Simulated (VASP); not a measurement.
# P in VASP: a series of runs, part 2 of 2

VASP 6.6.1.

## (3) Single point, PBE

This run uses another cell than the first one.

The input, INCAR:

```
SYSTEM = P
ALGO     = Normal         ! electronic algorithm
DIPOL    = 0.5 0.5 0.294
EDIFF    = 1E-7           ! SCF threshold, eV
ENCUT    = 520            ! plane-wave cutoff, eV
GGA      = PE             ! functional
IDIPOL   = 3            
ISIF     = 2              ! what is computed and relaxed
ISMEAR   = 0              ! smearing method
LASPH    = .True.         ! aspherical terms in the spheres
LCHARG   = .False.        ! write CHGCAR
LDIPOL   = .True.       
LREAL    = .False.        ! projectors in reciprocal space
LWAVE    = .False.        ! write WAVECAR
NBANDS   = 14             ! bands
NELM     = 80             ! most SCF steps
PREC     = Accurate       ! precision mode
SIGMA    = 0.1            ! smearing width, eV
```

The input, KPOINTS:

```
k-points
0
Gamma
  12 12 1
  0 0 0
```

The input, POSCAR:

```
P
1.0
    4.5673109858      0.0000002439      0.0000000000
   -2.2836557041      3.9554072187      0.0000000000
    0.0000000000      0.0000000000     23.8000000000
P
3
Direct
    0.4999916044      0.5000083956      0.2941176471
    0.4999916044      0.9999832087      0.2941176471
    0.0000167913      0.5000083956      0.2941176471
```

Potentials or basis: VASP PAW PBE potentials, release 64 (P).

On the command line:

```bash
cat potpaw_PBE.64/P/POTCAR > POTCAR
mpirun -np 1 vasp_std > vasp.out
```

OUTCAR:

```text
SYSTEM = P
   EDIFF = 1E-7
   ENCUT = 520
   GGA = PE
   ISIF = 2
   ISMEAR = 0
   LASPH = .True.
   LREAL = .False.
   NELM = 80
   PREC = Accurate

 ion  position               nearest neighbor table
   1  0.500  0.500  0.294-   2 2.28   3 2.28   2 2.28   3 2.28
   2  0.500  1.000  0.294-   1 2.28   3 2.28   1 2.28   3 2.28
   3  0.000  0.500  0.294-   2 2.28   1 2.28   2 2.28   1 2.28

  LATTYP: Found a hexagonal cell.
 ALAT       =     4.5673109858
 C/A-ratio  =     5.2109436108

  Lattice vectors:

 A1 = (   4.5673109858,   0.0000002439,   0.0000000000)
 A2 = (  -2.2836557041,   3.9554072187,   0.0000000000)
 A3 = (   0.0000000000,   0.0000000000,  23.8000000000)

Analysis of symmetry for initial positions (statically):
=====================================================================
 Subroutine PRICEL returns:
 Original cell was already a primitive cell.

 Routine SETGRP: Setting up the symmetry group for a
 hexagonal supercell.

 Subroutine GETGRP returns: Found 12 space group operations
 (whereof  6 operations were pure point group operations)
[... 188 lines left out ...]
     13       1.5161      0.00000
     14       1.5399      0.00000
[... 292 lines left out ...]
      1     -16.0316      2.00000
      2     -16.0299      2.00000
      3     -12.0407      2.00000
      4      -6.1487      2.00000
      5      -6.1483      2.00000
      6      -5.7426      2.00000
      7      -5.7416      2.00000
      8      -3.2986      1.99976
      9      -2.7412      0.00003
     10       0.3442      0.00000
     11       1.1790      0.00000
     12       1.1799      0.00000
     13       3.2586      0.00000
     14       3.2589      0.00000

------------------------ aborting loop because EDIFF is reached ----------------------------------------

 vacuum level on the upper side and lower side of the slab       (xc-potential included)        -0.016        -0.016

  FORCE on cell =-STRESS in cart. coord.  units (eV):
  Direction    XX          YY          ZZ          XY          YZ          ZX
  --------------------------------------------------------------------------------------
  -------------------------------------------------------------------------------------
  Total       -0.2458071     -0.2458071     -0.0119125     -0.0000000      0.0000000      0.0000000
  in kB       -0.9159596     -0.9159596     -0.0443900     -0.0000000      0.0000000      0.0000000
  external PRESSURE =      -0.6254364 kB  Pullay stress =       0.0000000 kB

 VOLUME and BASIS-vectors are now :
 -----------------------------------------------------------------------------
  energy-cutoff  :      520.00
  volume of cell :      429.96
      direct lattice vectors                 reciprocal lattice vectors
     4.567310986  0.000000244  0.000000000     0.218947204  0.126409243  0.000000000
    -2.283655704  3.955407219  0.000000000    -0.000000014  0.252818462  0.000000000
     0.000000000  0.000000000 23.800000000     0.000000000  0.000000000  0.042016807

 POSITION                                       TOTAL-FORCE (eV/Angst)
 -----------------------------------------------------------------------------------
      1.14177      1.97774      7.00000         0.001113     -0.000643     -0.000000
     -0.00000      3.95534      7.00000        -0.000000      0.001285      0.000000
     -1.14177      1.97774      7.00000        -0.001113     -0.000643     -0.000000
 -----------------------------------------------------------------------------------
    total drift:                               -0.000000      0.000000     -0.000005

  FREE ENERGIE OF THE ION-ELECTRON SYSTEM (eV)
  ---------------------------------------------------
  free  energy   TOTEN  =       -14.1959633794 eV

  energy  without entropy=      -14.1913392836  energy(sigma->0) =      -14.19365133

 vacuum level on the upper side and lower side of the slab         1.414         1.414
```

OSZICAR:

```text
N       E                     dE             d eps       ncg     rms          rms(c)
DAV:   1     0.103518048827E+03    0.10352E+03   -0.38826E+03   532   0.661E+02
DAV:   2    -0.792613004822E-01   -0.10360E+03   -0.91468E+02   916   0.124E+02
DAV:   3    -0.140351855538E+02   -0.13956E+02   -0.13753E+02   634   0.551E+01
[... 15 lines left out ...]
DAV:  19    -0.141959606122E+02   -0.52895E-05   -0.10281E-07   622   0.106E-03    0.102E-03
DAV:  20    -0.141959623478E+02   -0.17357E-05   -0.16306E-08   476   0.488E-04    0.342E-04
DAV:  21    -0.141959631812E+02   -0.83332E-06   -0.11445E-08   466   0.327E-04    0.114E-04
DAV:  22    -0.141959633531E+02   -0.17199E-06   -0.19193E-09   446   0.159E-04    0.554E-05
DAV:  23    -0.141959633794E+02   -0.26273E-07    0.27862E-10   476   0.639E-05
   1 F= -.14195963E+02 E0= -.14193651E+02  d E =-.462410E-02
```

stdout:

```text
POSCAR found type information on POSCAR P
 POSCAR found :  1 types and       3 ions
 scaLAPACK will be used
 LDA part: xc-table for (Slater+PW92), standard interpolation
 POSCAR, INCAR and KPOINTS ok, starting setup
 FFT: planning ... GRIDC
 FFT: planning ... GRID_SOFT
 FFT: planning ... GRID
 WAVECAR not read
 entering main loop
```

Run time: 5.7 min. Hardware: 1 thread of Intel Xeon 8259CL, shared host; peak memory 0.53 GiB.

What came out:

```yaml
Free_energy: -14.1960 eV
Band_gap_on_the_k_mesh: zero (an odd number of electrons rules out a gap without spin polarisation)
```
